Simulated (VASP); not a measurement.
# Si2Ni (I4/mmm) in VASP: notebook

Si2Ni is run at these levels: PBEsol; tasks: single point.

All numbers are computed with VASP 6.6.1; they aren't measurements. Logs are shortened: lines on timing, memory, paths and dates and some standing lists are left out, and cuts for length are marked.

### Step 1. The cell of the first run

Symmetry: I4/mmm, No. 139, tetragonal system. The conventional cell has a = 3.812 Å, b = 3.812 Å, c = 5.823 Å, α = 90.00°, β = 90.00°, γ = 90.00°. Within 3.2 Å of Si (site symmetry -4m2) lie 4 Ni at 2.40 Å and 6 Si at 2.70 to 2.91 Å. Ni (site symmetry 4/mmm) has 8 Si at 2.40 Å within 3.2 Å.

### Step 2. Single point, PBEsol (strain +0.000 along x and y, +0.080 along z)

The input, INCAR:

```
  PREC = Accurate
  ENCUT = 520
  EDIFF = 1E-7
  ISMEAR = 0
  SIGMA = 0.15
  LREAL = False
  LASPH = True
  NELM = 80
  ALGO = Normal
  ISIF = 2
  LWAVE = False
  LCHARG = True
  GGA = PS
  LELF = True
  LVHAR = True
  NBANDS = 16
```

The input, KPOINTS:

```
Automatic mesh
0
Gamma
  16 16 16
```

The input, POSCAR:

```
Si2Ni
1.0
    0.0000000000      2.6957048444      2.9113612320
    2.6957048444      0.0000000000      2.9113612320
    2.6957048444      2.6957048444      0.0000000000
Si Ni
2 1
Direct
    0.2500000000      0.2500000000      0.2500000000
    0.7500000000      0.7500000000      0.7500000000
    0.0000000000      0.0000000000      0.0000000000
```

Potentials or basis: VASP PAW PBE potentials, release 64 (Si, Ni).

On the command line:

```
$ cat potpaw_PBE.64/Si/POTCAR potpaw_PBE.64/Ni/POTCAR > POTCAR
$ mpirun -np 1 vasp_std > vasp.out
```

OUTCAR:

```text
PREC = Accurate
   ENCUT = 520
   EDIFF = 1E-7
   ISMEAR = 0
   LREAL = False
   LASPH = True
   NELM = 80
   ISIF = 2
   GGA = PS

 ion  position               nearest neighbor table
   1  0.250  0.250  0.250-   3 2.40   3 2.40   3 2.40   3 2.40   2 2.70   2 2.70   2 2.70   2 2.70
                             2 2.91   2 2.91
   2  0.750  0.750  0.750-   3 2.40   3 2.40   3 2.40   3 2.40   1 2.70   1 2.70   1 2.70   1 2.70
                             1 2.91   1 2.91
   3  0.000  0.000  0.000-   2 2.40   2 2.40   1 2.40   1 2.40   2 2.40   1 2.40   2 2.40   1 2.40

  LATTYP: Found a body centered tetragonal cell.
 ALAT       =     3.8123023511
 C/A-ratio  =     1.5273506474

  Lattice vectors:

 A1 = (  -2.6957048444,   0.0000000000,   2.9113612320)
 A2 = (   2.6957048444,   0.0000000000,   2.9113612320)
 A3 = (   0.0000000000,   2.6957048444,  -2.9113612320)

Analysis of symmetry for initial positions (statically):
=====================================================================
 Subroutine PRICEL returns:
 Original cell was already a primitive cell.

 Routine SETGRP: Setting up the symmetry group for a
 body centered tetragonal supercell.

 Subroutine GETGRP returns: Found 16 space group operations
 (whereof 16 operations were pure point group operations)
 out of a pool of 16 trial point group operations.

The static configuration has the point symmetry D_4h.

Analysis of symmetry for dynamics (positions and initial velocities):
=====================================================================
 Subroutine PRICEL returns:
 Original cell was already a primitive cell.

 Routine SETGRP: Setting up the symmetry group for a
 body centered tetragonal supercell.

 Subroutine GETGRP returns: Found 16 space group operations
 (whereof 16 operations were pure point group operations)
 out of a pool of 16 trial point group operations.

The dynamic configuration has the point symmetry D_4h.

 Subroutine INISYM returns: Found 16 space group operations
 (whereof 16 operations are pure point group operations),
 and found     1 'primitive' translations

----------------------------------------------------------------------------------------

                                     Primitive cell

  volume of cell :      42.3127

  direct lattice vectors                    reciprocal lattice vectors
     0.000000000  2.695704844  2.911361232    -0.185480247  0.185480247  0.171740969
     2.695704844  0.000000000  2.911361232     0.185480247 -0.185480247  0.171740969
     2.695704844  2.695704844  0.000000000     0.185480247  0.185480247 -0.171740969

  length of vectors
     3.967725902  3.967725902  3.812302351     0.313529591  0.313529591  0.313529591

  position of ions in fractional coordinates (direct lattice)
     0.250000000  0.250000000  0.250000000
     0.750000000  0.750000000  0.750000000
     0.000000000  0.000000000  0.000000000

  ion indices of the primitive-cell ions
   primitive index   ion index
                 1           1
                 2           2
                 3           3

----------------------------------------------------------------------------------------

 KPOINTS: Automatic mesh

Automatic generation of k-mesh.
 Grid dimensions read from file:
 generate k-points for:   16   16   16

 Generating k-lattice:

  Cartesian coordinates                     Fractional coordinates (reciprocal lattice)
    -0.011592515  0.011592515  0.010733811     0.062500000 -0.000000000  0.000000000
     0.011592515 -0.011592515  0.010733811    -0.000000000  0.062500000  0.000000000
     0.011592515  0.011592515 -0.010733811     0.000000000  0.000000000  0.062500000

  Length of vectors
     0.019595599  0.019595599  0.019595599

  Shift w.r.t. Gamma in fractional coordinates (k-lattice)
     0.000000000  0.000000000  0.000000000

 Subroutine IBZKPT returns following result:
 ===========================================

 Found    349 irreducible k-points:

 Following reciprocal coordinates:
            Coordinates               Weight
  0.000000  0.000000  0.000000      1.000000
  0.062500 -0.000000  0.000000      8.000000
  0.125000 -0.000000  0.000000      8.000000
  0.187500  0.000000  0.000000      8.000000
  0.250000 -0.000000  0.000000      8.000000
  0.312500 -0.000000  0.000000      8.000000
[... 16 lines left out ...]
 -0.125000  0.062500  0.000000      8.000000
 -0.062500  0.062500  0.000000      4.000000
 [... further k-points ...]
   k-points           NKPTS =    349   k-points in BZ     NKDIM =    349   number of bands    NBANDS=     16
   number of dos      NEDOS =    301   number of ions     NIONS =      3
   total plane-waves  NPLWV =  25200
   dimension x,y,z NGX =    30 NGY =   30 NGZ =   28
   dimension x,y,z NGXF=    60 NGYF=   60 NGZF=   56
   ions per type =               2   1
   NGX,Y,Z   is equivalent  to a cutoff of  12.57, 12.57, 12.21 a.u.
   NGXF,Y,Z  is equivalent  to a cutoff of  25.14, 25.14, 24.42 a.u.
 SYSTEM =  unknown system
   PREC   = accura    normal or accurate (medium, high low for compatibility)
   ISTART =      0    job   : 0-new  1-cont  2-samecut
   ICHARG =      2    charge: 1-file 2-atom 10-const
   ISPIN  =      1    spin polarized calculation?
   LNONCOLLINEAR =      F non collinear calculations
   LSORBIT =      F    spin-orbit coupling
   LASPH  =      T    aspherical Exc in radial PAW
   ENCUT  =  520.0 eV  38.22 Ry    6.18 a.u.   7.38  7.38  7.09*2*pi/ulx,y,z
   NELM   =     80;   NELMIN=  2; NELMDL= -5     # of ELM steps
   EDIFF  = 0.1E-06   stopping-criterion for ELM
   LREAL  =      F    real-space projection
   EDIFFG = 0.1E-05   stopping-criterion for IOM
   NSW    =      0    number of steps for IOM
   IBRION =     -1    ionic relax: 0-MD 1-quasi-New 2-CG
   NFREE  =      0    steps in history (QN), initial steepest desc. (CG)
   ISIF   =      2    stress and relaxation
   ISYM   =      2    0-nonsym 1-usesym 2-fastsym
   POTIM  = 0.5000    time-step for ionic-motion
   TEBEG  =    0.0;   TEEND  =   0.0 temperature during run
   PSTRESS=    0.0 pullay stress
   NELECT =      18.0000    total number of electrons
   NUPDOWN=      -1.0000    fix difference up-down
   EMIN   =  10.00;   EMAX   =-10.00  energy-range for DOS
   EFERMI =   0.00;   METHOD = LEGACY
   ISMEAR =     0;   SIGMA  =   0.15  broadening in eV -4-tet -1-fermi 0-gaus
   EFERMI_NEDOS =   21; number of points for ismear=-14 and -15
   IALGO  =     38    algorithm
   IMIX   =      4    mixing-type and parameters
     AMIX     =   0.40;   BMIX     =  1.00
     AMIX_MAG =   1.60;   BMIX_MAG =  1.00
  volume/ion in A,a.u.               =      14.10        95.18
  Fermi-wavevector in a.u.,A,eV,Ry     =   1.231238  2.326703 20.625718  1.515947
  Thomas-Fermi vector in A             =   2.366056
   LORBIT       =      0    0 simple, 1 ext, 2 COOP (PROOUT), +10 PAW based schemes
   GGA     = PS    functional components
   LHFCALC =     F    Hartree Fock is set to
   AEXX    =    0.0000 exact exchange contribution
   IVDW    =     0    specifies the selected vdW correction
   LEPSILON=     F    determine dielectric tensor
   LRPA    =     F    only Hartree local field effects (RPA)
 non-spin polarized calculation
 Gauss-broadening in eV      SIGMA  =   0.15
  energy-cutoff  :      520.00
  volume of cell :       42.31
 maximum number of plane-waves:      1159
 NGX is ok and might be reduce to    30
   NGX = 15   NGY = 15   NGZ = 15

 number of electron      18.0000006 magnetization

 Free energy of the ion-electron system (eV)
  ---------------------------------------------------
  ext. energy  EPLUGINS =         0.00000000
  ---------------------------------------------------
  free energy    TOTEN  =       -18.85109719 eV

  energy without entropy =      -18.84051675  energy(sigma->0) =      -18.84580697

 E-fermi :   9.2827     XC(G=0): -11.3888

 val. band max:        9.2822236404   @ k =   0.3125  -0.0000   0.1875
 cond. band min:       9.2894591480   @ k =  -0.1875   0.4375   0.3750
 fundamental gap:      0.0072355076
 Fermi energy:         9.2827004363

 k-point     1 :       0.0000    0.0000    0.0000
  band No.  band energies     occupation
      1      -3.8644      2.00000
      2       4.5295      2.00000
      3       4.5295      2.00000
      4       4.7797      2.00000
      5       6.1163      2.00000
      6       6.3293      2.00000
[... 8 lines left out ...]
     15      14.7345      0.00000
     16      14.7345      0.00000

 k-point     2 :       0.0625   -0.0000    0.0000
  band No.  band energies     occupation
      1      -3.8093      2.00000
      2       4.4222      2.00000
      3       4.5502      2.00000
      4       4.7678      2.00000
      5       6.1064      2.00000
      6       6.3184      2.00000
[... 8 lines left out ...]
     15      14.3874      0.00000
     16      14.5343      0.00000

 k-point     3 :       0.1250   -0.0000    0.0000
  band No.  band energies     occupation
      1      -3.6445      2.00000
      2       4.0703      2.00000
      3       4.6101      2.00000
      4       4.7848      2.00000
      5       6.0825      2.00000
      6       6.2897      2.00000
[... 8 lines left out ...]
     15      13.9380      0.00000
     16      14.1969      0.00000

 k-point     4 :       0.1875    0.0000    0.0000
  band No.  band energies     occupation
      1      -3.3716      2.00000
      2       3.5145      2.00000
      3       4.7023      2.00000
      4       4.8321      2.00000
      5       6.0611      2.00000
      6       6.2546      2.00000
[... 8 lines left out ...]
     15      14.0724      0.00000
     16      14.5405      0.00000

 k-point     5 :       0.2500   -0.0000    0.0000
  band No.  band energies     occupation
      1      -2.9933      2.00000
      2       2.8120      2.00000
      3       4.8141      2.00000
      4       4.8854      2.00000
      5       6.0656      2.00000
      6       6.2302      2.00000
[... 8 lines left out ...]
     15      14.9114      0.00000
     16      15.3289      0.00000

 k-point     6 :       0.3125   -0.0000    0.0000
  band No.  band energies     occupation
      1      -2.5143      2.00000
      2       2.0145      2.00000
      3       4.9248      2.00000
      4       4.9261      2.00000
      5       6.1150      2.00000
      6       6.2347      2.00000
[... 8 lines left out ...]
     15      15.8852      0.00000
     16      16.2201      0.00000

 k-point     7 :       0.3750    0.0000    0.0000
  band No.  band energies     occupation
      1      -1.9423      2.00000
      2       1.1762      2.00000
      3       4.9412      2.00000
      4       5.0170      2.00000
      5       6.1513      2.00000
      6       6.2766      2.00000
[... 8 lines left out ...]
     15      16.8726      0.00000
     16      17.2714      0.00000

 k-point     8 :       0.4375    0.0000    0.0000
  band No.  band energies     occupation
      1      -1.2965      2.00000
      2       0.3547      2.00000
      3       4.9415      2.00000
      4       5.0727      2.00000
      5       6.0001      2.00000
      6       6.3366      2.00000
[... 8 lines left out ...]
     15      17.8583      0.00000
     16      18.4244      0.00000

 k-point     9 :       0.5000   -0.0000    0.0000
  band No.  band energies     occupation
      1      -0.7793      2.00000
      2      -0.2236      2.00000
      3       4.9394      2.00000
      4       5.0909      2.00000
      5       5.9397      2.00000
      6       6.3666      2.00000
[... 8 lines left out ...]
     15      18.5163      0.00000
     16      19.2714      0.00000
[... 172 lines left out ...]
 k-point    19 :      -0.3750    0.0625    0.0000
  band No.  band energies     occupation
      1      -1.6347      2.00000
      2       0.8263      2.00000
      3       4.8184      2.00000
      4       5.1009      2.00000
      5       6.0838      2.00000
      6       6.2009      2.00000
[... 8 lines left out ...]
     15      16.8451      0.00000
     16      18.7899      0.00000

 k-point    20 :      -0.3125    0.0625    0.0000
  band No.  band energies     occupation
      1      -2.2426      2.00000
      2       1.6400      2.00000
      3       4.8141      2.00000
      4       5.0327      2.00000
      5       6.1379      2.00000
      6       6.2219      2.00000
[... 8 lines left out ...]
     15      15.9472      0.00000
     16      17.6373      0.00000

 k-point    21 :      -0.2500    0.0625    0.0000
  band No.  band energies     occupation
      1      -2.7621      2.00000
      2       2.4272      2.00000
      3       4.8094      2.00000
      4       4.9238      2.00000
      5       6.1294      2.00000
      6       6.1837      2.00000
[... 8 lines left out ...]
     15      15.1670      0.00000
     16      16.4776      0.00000

 k-point    22 :      -0.1875    0.0625    0.0000
  band No.  band energies     occupation
      1      -3.1829      2.00000
      2       3.1369      2.00000
      3       4.7995      2.00000
      4       4.7995      2.00000
      5       6.1498      2.00000
      6       6.1645      2.00000
[... 8 lines left out ...]
     15      14.4995      0.00000
     16      15.3646      0.00000

 k-point    23 :      -0.1250    0.0625    0.0000
  band No.  band energies     occupation
      1      -3.4997      2.00000
      2       3.7254      2.00000
      3       4.6855      2.00000
      4       4.7902      2.00000
      5       6.1369      2.00000
      6       6.2202      2.00000
[... 8 lines left out ...]
     15      13.9651      0.00000
     16      14.3089      0.00000

 k-point    24 :      -0.0625    0.0625    0.0000
  band No.  band energies     occupation
      1      -3.7091      2.00000
      2       4.1581      2.00000
      3       4.5993      2.00000
      4       4.7873      2.00000
      5       6.1280      2.00000
      6       6.2762      2.00000
[... 8 lines left out ...]
     15      13.8256      0.00000
     16      14.0474      0.00000

 [... further k-points ...]
[... 5 lines left out ...]
  --------------------------------------------------------------------------------------
  -------------------------------------------------------------------------------------
  Total       -2.2844400     -2.2844400     -3.4511416      0.0000000     -0.0000000      0.0000000
  in kB      -86.5006914    -86.5006914   -130.6780344      0.0000000     -0.0000000      0.0000000
  external PRESSURE =    -101.2264724 kB  Pullay stress =       0.0000000 kB

 VOLUME and BASIS-vectors are now :
 -----------------------------------------------------------------------------
  energy-cutoff  :      520.00
  volume of cell :       42.31
      direct lattice vectors                 reciprocal lattice vectors
     0.000000000  2.695704844  2.911361232    -0.185480247  0.185480247  0.171740969
     2.695704844  0.000000000  2.911361232     0.185480247 -0.185480247  0.171740969
     2.695704844  2.695704844  0.000000000     0.185480247  0.185480247 -0.171740969

 POSITION                                       TOTAL-FORCE (eV/Angst)
 -----------------------------------------------------------------------------------
      1.34785      1.34785      1.45568         0.000000      0.000000     -0.000000
      4.04356      4.04356      4.36704        -0.000000     -0.000000      0.000000
      0.00000      0.00000      0.00000         0.000000      0.000000     -0.000000
 -----------------------------------------------------------------------------------
    total drift:                                0.000000     -0.000000     -0.000000

  FREE ENERGIE OF THE ION-ELECTRON SYSTEM (eV)
  ---------------------------------------------------
  free  energy   TOTEN  =       -18.8510971902 eV

  energy  without entropy=      -18.8405167538  energy(sigma->0) =      -18.84580697
```

Run time: 1.7 min. Hardware: 1 thread of Intel Xeon 6975P-C (Granite Rapids), shared host; peak memory 0.34 GiB.

Results:

```yaml
Free_energy: -18.8511 eV
Pressure: -10.1 GPa
Band_gap_on_the_k_mesh: zero (bands 9 and 10 overlap by 2.00 eV)
```

Stress tensor (GPa, compression positive):
```
 -8.65   0.00   0.00
  0.00  -8.65   0.00
  0.00   0.00 -13.07
```

Levels at points of the mesh, in eV from the Fermi level:
```csv
k point,band 7,band 8,band 9,band 10,band 11,band 12
"(0.00, 0.00, 0.00)",-0.65,1.41,1.41,1.70,2.33,2.75
"(0.50, 0.00, 0.00)",-2.85,-1.51,-0.91,1.46,1.84,1.94
"(0.50, 0.50, 0.00)",-3.22,-3.16,-2.67,-0.12,1.83,7.80
"(0.50, 0.00, 0.50)",-3.03,-3.00,-2.65,-0.56,1.45,6.75
```

Caveat: the cell differs from its parent crystal (strain +0.000 along x and y, +0.080 along z); the cell stands under tension; the PAW data sets were made with another functional, which shifts forces and pressure a little. Spin polarisation is off, so any magnetic state and its effect on volume and gap are missing.

[end of part 1 of 3]
